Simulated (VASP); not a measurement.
Runs of VASP 6.6.1 on ZnS (CsCl type). The structure is that of space group Pm-3m (No. 221), or close to it. The cells are those of the table. 

```tsv
task	cell	k mesh for the DOS	occupations for the DOS	gap on the mesh (eV)	pressure (GPa)
single point	a = 2.968 Å, 2 atoms	-	-	none	27.9
single point	a = 2.620 Å, 2 atoms	-	-	none	169.9
single point	a = 3.064 Å, 2 atoms	-	-	none	13.0
single point	a = 2.866 Å, 2 atoms	-	-	none	(b)
single point	a = 3.132 Å, 2 atoms	-	-	none	(a)
```

Alike in all rows: level PBE; potentials or basis VASP PAW PBE potentials, release 64 (Zn, S); no spin polarisation; k mesh 15 × 15 × 15; cutoff (eV) 520; smearing fermi-dirac 0.1 eV.

Problem. Estimate the missing entries.

Solution. (a) 5.5; (b) 51.6.

A gap of «none» marks levels without a gap at the run's occupations.
